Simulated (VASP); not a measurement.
# Sc12C (a cell with a defect) in VASP: relaxation of the atoms with PBEsol

Aim: the relaxation of the atoms of Sc12C (a cell with a defect) with PBEsol.

Program: VASP 6.6.1. These are calculated values, not measurements. Logs are shortened: lines on timing, memory, paths and dates and some standing lists are left out, and cuts for length are marked.

### Step 1. The cell of the first run

The cell holds a defect, 13 atoms: a = 6.620 Å, b = 9.930 Å, c = 5.276 Å, α = 90.00°, β = 90.00°, γ = 120.00°.

### Step 2. Relaxation of the atoms, PBEsol

The input, INCAR:

```
PREC = Accurate
ENCUT = 520
EDIFF = 1E-6
ISMEAR = 0
SIGMA = 0.1
LREAL = False
LASPH = True
NELM = 100
ALGO = Normal
ISIF = 2
LWAVE = False
LCHARG = False
GGA = PS
IBRION = 2
NSW = 80
EDIFFG = -0.03
```

The input, KPOINTS:

```
regular mesh
0
Gamma
  3 2 3
```

The input, POSCAR:

```
Sc12C
1.0
    6.6200000000      0.0000000000      0.0000000000
   -4.9650000000      8.5996320000      0.0000000000
    0.0000000000      0.0000000000      5.2761400000
Sc C
12 1
Direct
    0.0000000000      0.0000000000      0.0000000000
    0.1666666700      0.2222222300      0.5000000000
    0.0000000100      0.3333333400      0.0000000000
    0.1666666800      0.5555555700      0.5000000000
    0.0000000200      0.6666666900      0.0000000000
    0.1666666900      0.8888889200      0.5000000000
    0.5000000000      0.0000000000      0.0000000000
    0.6666666700      0.2222222300      0.5000000000
    0.5000000100      0.3333333400      0.0000000000
    0.6666666800      0.5555555700      0.5000000000
    0.5000000200      0.6666666900      0.0000000000
    0.6666666900      0.8888889200      0.5000000000
    0.3438070500      0.4528641400      1.2616464000
```

Potentials or basis: VASP PAW PBE potentials, release 64 (Sc_sv, C).

Started as:

```bash
> cat potpaw_PBE.64/Sc_sv/POTCAR potpaw_PBE.64/C/POTCAR > POTCAR
> mpirun -np 1 vasp_std > vasp.out
```

OUTCAR:

```text
PREC = Accurate
   ENCUT = 520
   EDIFF = 1E-6
   ISMEAR = 0
   LREAL = False
   LASPH = True
   NELM = 100
   ISIF = 2
   GGA = PS
   IBRION = 2
   NSW = 80
   EDIFFG = -0.03

 ion  position               nearest neighbor table
   1  0.000  0.000  0.000-   6 3.26  12 3.26   6 3.26  12 3.26   2 3.26   2 3.26  11 3.31   5 3.31
                             3 3.31   9 3.31   7 3.31   7 3.31
   2  0.167  0.222  0.500-  13 2.35   3 3.26   3 3.26   1 3.26   1 3.26   9 3.26   9 3.26  12 3.31
                             6 3.31   4 3.31  10 3.31   8 3.31   8 3.31
   3  0.000  0.333  0.000-  13 2.41   2 3.26   2 3.26   4 3.26   4 3.26   8 3.26   8 3.26   1 3.31
                             7 3.31   9 3.31   9 3.31  11 3.31   5 3.31
   4  0.167  0.556  0.500-  13 2.28   3 3.26   3 3.26   5 3.26   5 3.26  11 3.26  11 3.26   2 3.31
                             8 3.31  10 3.31  10 3.31  12 3.31   6 3.31
   5  0.000  0.667  0.000-   6 3.26   6 3.26   4 3.26   4 3.26  10 3.26  10 3.26   7 3.31   1 3.31
                            11 3.31  11 3.31   9 3.31   3 3.31
   6  0.167  0.889  0.500-   1 3.26   7 3.26   1 3.26   7 3.26   5 3.26   5 3.26   8 3.31   2 3.31
                            12 3.31  12 3.31  10 3.31   4 3.31
   7  0.500  0.000  0.000-   6 3.26  12 3.26   6 3.26  12 3.26   8 3.26   8 3.26   5 3.31  11 3.31
                             9 3.31   3 3.31   1 3.31   1 3.31
   8  0.667  0.222  0.500-   9 3.26   9 3.26   7 3.26   7 3.26   3 3.26   3 3.26   6 3.31  12 3.31
                            10 3.31   4 3.31   2 3.31   2 3.31
   9  0.500  0.333  0.000-  13 2.37   8 3.26   8 3.26  10 3.26  10 3.26   2 3.26   2 3.26   7 3.31
                             1 3.31   3 3.31   3 3.31   5 3.31  11 3.31
  10  0.667  0.556  0.500-  13 2.24   9 3.26   9 3.26  11 3.26  11 3.26   5 3.26   5 3.26   8 3.31
                             2 3.31   4 3.31   4 3.31   6 3.31  12 3.31
  11  0.500  0.667  0.000-  13 2.30  12 3.26  12 3.26  10 3.26  10 3.26   4 3.26   4 3.26   1 3.31
                             7 3.31   5 3.31   5 3.31   3 3.31   9 3.31
  12  0.667  0.889  0.500-   1 3.26   7 3.26   1 3.26   7 3.26  11 3.26  11 3.26   2 3.31   8 3.31
                             6 3.31   6 3.31   4 3.31  10 3.31
  13  0.344  0.453  0.262-  10 2.24   4 2.28  11 2.30   2 2.35   9 2.37   3 2.41

  LATTYP: Found a simple monoclinic cell.
 ALAT       =     6.6200000000
 B/A-ratio  =     0.7970000000
 C/A-ratio  =     1.3228756170
 COS(beta)  =    -0.1889822420

  Lattice vectors:

 A1 = (   6.6200000000,   0.0000000000,   0.0000000000)
 A2 = (   0.0000000000,   0.0000000000,   5.2761400000)
 A3 = (  -1.6550000000,  -8.5996320000,   0.0000000000)

Analysis of symmetry for initial positions (statically):
=====================================================================
 Subroutine PRICEL returns:
 Original cell was already a primitive cell.

 Routine SETGRP: Setting up the symmetry group for a
 simple monoclinic supercell.

 Subroutine GETGRP returns: Found  1 space group operations
 (whereof  1 operations were pure point group operations)
[... 174 lines left out ...]
 non-spin polarized calculation
 Gauss-broadening in eV      SIGMA  =   0.10
  energy-cutoff  :      520.00
  volume of cell :      300.37
 maximum number of plane-waves:      8103
 NGX is ok and might be reduce to    50
   NGX = 25   NGY = 37   NGZ = 19

--------------------------------------- Ionic step        1  -------------------------------------------

 number of electron     136.0000007 magnetization

 Free energy of the ion-electron system (eV)
  ---------------------------------------------------
  ext. energy  EPLUGINS =         0.00000000
  ---------------------------------------------------
  free energy    TOTEN  =       -89.42140474 eV

  energy without entropy =      -89.24623468  energy(sigma->0) =      -89.33381971

------------------------ aborting loop because EDIFF is reached ----------------------------------------

  FORCE on cell =-STRESS in cart. coord.  units (eV):
  Direction    XX          YY          ZZ          XY          YZ          ZX
  --------------------------------------------------------------------------------------
  -------------------------------------------------------------------------------------
  Total       -4.8917352     -4.8590331     -4.7069193     -0.0903469      0.0521862      0.1510362
  in kB      -26.0927199    -25.9182856    -25.1069045     -0.4819142      0.2783634      0.8056332
  external PRESSURE =     -25.7059700 kB  Pullay stress =       0.0000000 kB
[... 122 lines left out ...]
  FREE ENERGIE OF THE ION-ELECTRON SYSTEM (eV)
  ---------------------------------------------------
  free  energy   TOTEN  =       -89.6287672483 eV

  energy  without entropy=      -89.4589607383  energy(sigma->0) =      -89.54386399

[... ionic steps 4 to 7 ...]

--------------------------------------- Ionic step        8  -------------------------------------------

 number of electron     136.0000001 magnetization

------------------------ aborting loop because EDIFF is reached ----------------------------------------
[... 89 lines left out ...]
--------------------------------------- Ionic step       10  -------------------------------------------

 number of electron     136.0000002 magnetization

 Free energy of the ion-electron system (eV)
  ---------------------------------------------------
  ext. energy  EPLUGINS =         0.00000000
  ---------------------------------------------------
  free energy    TOTEN  =       -89.64687174 eV

  energy without entropy =      -89.47938847  energy(sigma->0) =      -89.56313010

 E-fermi :   3.6216     XC(G=0): -10.0553

 val. band max:        3.6206848976   @ k =   0.3333   0.5000   0.3333
 cond. band min:       3.6267377834   @ k =   0.0000   0.5000   0.0000
 fundamental gap:      0.0060528858
 Fermi energy:         3.6216367565

 k-point     1 :       0.0000    0.0000    0.0000
  band No.  band energies     occupation
      1     -45.6195      2.00000
      2     -45.5975      2.00000
      3     -45.5936      2.00000
      4     -45.5853      2.00000
      5     -45.5243      2.00000
      6     -45.5088      2.00000
[... 819 lines left out ...]
     79       4.6811      0.00000
     80       4.7459      0.00000
 [bands above 80 left out]

------------------------ aborting loop because EDIFF is reached ----------------------------------------

  FORCE on cell =-STRESS in cart. coord.  units (eV):
  Direction    XX          YY          ZZ          XY          YZ          ZX
  --------------------------------------------------------------------------------------
  -------------------------------------------------------------------------------------
  Total       -3.0193658     -2.9163464     -3.0394903     -0.1159133     -0.0214395      0.0727324
  in kB      -16.1054236    -15.5559133    -16.2127682     -0.6182865     -0.1143591      0.3879578
  external PRESSURE =     -15.9580351 kB  Pullay stress =       0.0000000 kB
[... 28 lines left out ...]
  FREE ENERGIE OF THE ION-ELECTRON SYSTEM (eV)
  ---------------------------------------------------
  free  energy   TOTEN  =       -89.6468717357 eV

  energy  without entropy=      -89.4793884682  energy(sigma->0) =      -89.56313010

 reached required accuracy - stopping structural energy minimisation
```

OSZICAR:

```text
N       E                     dE             d eps       ncg     rms          rms(c)
DAV:   1     0.312249378429E+04    0.31225E+04   -0.57837E+04  1644   0.178E+03
DAV:   2     0.186809894431E+03   -0.29357E+04   -0.29081E+04  2332   0.844E+02
[... 114 lines left out ...]
DAV:   2    -0.896469078584E+02   -0.13846E-02   -0.15400E-02  2096   0.680E-01    0.621E-02
DAV:   3    -0.896468872866E+02    0.20572E-04   -0.14574E-03  2432   0.232E-01    0.370E-02
DAV:   4    -0.896468748499E+02    0.12437E-04   -0.22868E-04  2512   0.861E-02    0.206E-02
DAV:   5    -0.896468726074E+02    0.22425E-05   -0.66225E-05  2136   0.522E-02    0.150E-02
DAV:   6    -0.896468727908E+02   -0.18332E-06   -0.24729E-05  2064   0.336E-02    0.100E-02
DAV:   7    -0.896468720079E+02    0.78290E-06   -0.16670E-05  1720   0.272E-02    0.548E-03
DAV:   8    -0.896468717357E+02    0.27217E-06   -0.24310E-06  1200   0.143E-02
  10 F= -.89646872E+02 E0= -.89563130E+02  d E =-.139404E-02
```

CONTCAR:

```text
Sc12C
   1.00000000000000
     6.6200000000000001    0.0000000000000000    0.0000000000000000
    -4.9649999999999999    8.5996319999999997    0.0000000000000000
     0.0000000000000000    0.0000000000000000    5.2761399999999998
  Sc              C
    12     1
Direct
     0.9995480842479526    0.9964415696956186    0.9987005504975083
     0.1741563051930424    0.2297653957627106    0.4921323194605753
     0.0098841107064625    0.3370451961033866    0.0123322197743998
     0.1696697480016367    0.5516628117636352    0.4893304405804407
     0.0056431556559428    0.6726600357010725    0.9954650911059759
     0.1711230767026408    0.8916765416483617    0.4956010668036703
     0.4967269340684585    0.9981975232660301    0.0045702811201635
     0.6626125099795591    0.2174652526460026    0.5070573694103060
     0.4990605587669132    0.3385582447789024    0.0130530059727881
     0.6579662966350904    0.5529993579062025    0.4898531087326196
     0.4943774994787925    0.6604302810250214    0.0101936282352140
     0.6688403650443178    0.8940575572489829    0.5019223650873345
     0.3341985455191903    0.4452378724540845    0.2514349532190077

  0.00000000E+00  0.00000000E+00  0.00000000E+00
  0.00000000E+00  0.00000000E+00  0.00000000E+00
  0.00000000E+00  0.00000000E+00  0.00000000E+00
  0.00000000E+00  0.00000000E+00  0.00000000E+00
  0.00000000E+00  0.00000000E+00  0.00000000E+00
  0.00000000E+00  0.00000000E+00  0.00000000E+00
  0.00000000E+00  0.00000000E+00  0.00000000E+00
  0.00000000E+00  0.00000000E+00  0.00000000E+00
  0.00000000E+00  0.00000000E+00  0.00000000E+00
  0.00000000E+00  0.00000000E+00  0.00000000E+00
  0.00000000E+00  0.00000000E+00  0.00000000E+00
  0.00000000E+00  0.00000000E+00  0.00000000E+00
  0.00000000E+00  0.00000000E+00  0.00000000E+00
```

Wall time 24 min (1 thread of Intel Xeon 6975P-C (Granite Rapids), shared host); peak memory 0.51 GiB.

What came out:

```
Free energy                  : -89.6469 eV
Energy gained by relaxing    : 17.3 meV/atom
Ionic steps                  : 10
Pressure after relaxing      : -1.6 GPa
Largest force after relaxing : 0.029 eV/Å
Band gap on the k mesh       : zero (bands 68 and 69 overlap by 0.34 eV)
```

Forces in eV/Å, atoms in the order of the input:
```
Sc   0.000  0.004  0.002
Sc  -0.003  0.000  0.002
Sc   0.006 -0.010  0.016
Sc  -0.024  0.002 -0.009
Sc  -0.006 -0.009 -0.027
Sc  -0.003 -0.001  0.002
Sc   0.004  0.009  0.015
Sc   0.005  0.007  0.006
Sc   0.002  0.000  0.015
Sc   0.018  0.016 -0.001
Sc  -0.001  0.005 -0.011
Sc   0.003 -0.011  0.004
C   -0.001 -0.011 -0.013
```

The path:
| step | energy change (eV) | largest force (eV/Å) | pressure (GPa) |
| --- | --- | --- | --- |
| 1 | 0.0000 | 0.8041 | -2.57 |
| 2 | -0.1384 | 0.4988 | -2.21 |
| 3 | -0.2074 | 0.2668 | -1.57 |
| 4 | -0.2162 | 0.1215 | -1.58 |
| 5 | -0.2203 | 0.0910 | -1.59 |
| 6 | -0.2230 | 0.0523 | -1.61 |
| 7 | -0.2240 | 0.0413 | -1.64 |
| 8 | -0.2241 | 0.0525 | -1.64 |
| 9 | -0.2251 | 0.0315 | -1.62 |
| 10 | -0.2255 | 0.0290 | -1.60 |

Final structure:
```
Sc C
1.0
     6.62000    0.00000    0.00000
    -4.96500    8.59963    0.00000
     0.00000    0.00000    5.27614
Sc C
12 1
Direct
  0.99955 0.99644 0.99870
  0.17416 0.22977 0.49213
  0.00988 0.33705 0.01233
  0.16967 0.55166 0.48933
  0.00564 0.67266 0.99547
  0.17112 0.89168 0.49560
  0.49673 0.99820 0.00457
  0.66261 0.21747 0.50706
  0.49906 0.33856 0.01305
  0.65797 0.55300 0.48985
  0.49438 0.66043 0.01019
  0.66884 0.89406 0.50192
  0.33420 0.44524 0.25144
```

Levels at points of the mesh, in eV from the Fermi level:
| k point | band 64 | band 65 | band 66 | band 67 | band 68 | band 69 | band 70 | band 71 |
| --- | --- | --- | --- | --- | --- | --- | --- | --- |
| (0.00, 0.00, 0.00) | -0.46 | -0.46 | -0.38 | -0.28 | -0.25 | -0.25 | -0.16 | -0.03 |
| (0.00, 0.50, 0.00) | -0.49 | -0.46 | -0.30 | -0.25 | -0.24 | -0.21 | -0.06 | -0.05 |

Caveat: the k points lie up to 0.40 Å⁻¹ apart; the PAW data sets were made with another functional, which shifts forces and pressure a little.
